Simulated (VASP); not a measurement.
Wanted: the native input for a VASP 6.6.1 run.

```yaml
Task: single point
Functional: r2SCAN
Potentials_or_basis: VASP PAW PBE potentials, release 64 (Sn_d)
Cutoff: 550 eV
k_mesh: 16 × 16 × 16
Occupations: gaussian, width 0.05 eV
Spin: no spin polarisation
Dipole_correction: no
Further_INCAR_settings: ALGO = Normal; EDIFF = 1e-06; NBANDS = 13
```

Sn:

```xyz
1
Lattice="0.0000 2.4125 2.4125 2.4125 0.0000 2.4125 2.4125 2.4125 0.0000" Properties=species:S:1:pos:R:3 pbc="T T T"
Sn    0.0000    0.0000    0.0000
```

This isn't the form of Sn at room conditions, which is tetragonal (white tin).

These files were run (other wordings do the same):

POSCAR

```
Sn
1.0
    0.0000000000      2.4124845670      2.4124845670
    2.4124845670      0.0000000000      2.4124845670
    2.4124845670      2.4124845670      0.0000000000
Sn
1
Direct
    0.0000000000      0.0000000000      0.0000000000
```

INCAR.step1

```
SYSTEM = Sn
PREC = Accurate
ENCUT = 550
ISMEAR = 0
SIGMA = 0.05
LREAL = .False.
LASPH = .True.
NELM = 120
NBANDS = 13
GGA = PE
ALGO = Normal
EDIFF = 1E-5
LWAVE = .True.
LCHARG = .False.
GGA_COMPAT = .False.
```

INCAR.step2

```
SYSTEM = Sn
PREC = Accurate
ENCUT = 550
EDIFF = 1E-6
ISMEAR = 0
SIGMA = 0.05
LREAL = .False.
LASPH = .True.
NELM = 120
ALGO = Normal
ISIF = 2
LWAVE = .False.
LCHARG = .False.
METAGGA = R2SCAN
LMIXTAU = .True.
NBANDS = 13
ISTART = 1
GGA_COMPAT = .False.
```

KPOINTS

```
regular mesh
0
Gamma
  16 16 16
  0 0 0
```

Potentials or basis: VASP PAW PBE potentials, release 64 (Sn_d).

Launch:

```sh
$ cat potpaw_PBE.64/Sn_d/POTCAR > POTCAR
$ cp INCAR.step1 INCAR
$ mpirun -np 1 vasp_std > vasp.out
$ cp INCAR.step2 INCAR
$ mpirun -np 1 vasp_std > vasp.out
```

It gave:

```
Pressure               : -1.4 GPa
Band gap on the k mesh : zero (bands 7 and 8 overlap by 9.87 eV)
```

Caveat: the PAW data sets were made with another functional, which shifts forces and pressure a little; spin-orbit coupling is left out, which moves the levels of the heavy elements.

It took 100 s on 1 thread of Intel(R) Xeon(R) 6975P-C (Granite Rapids), on a shared host, peak memory 0.2 GiB.
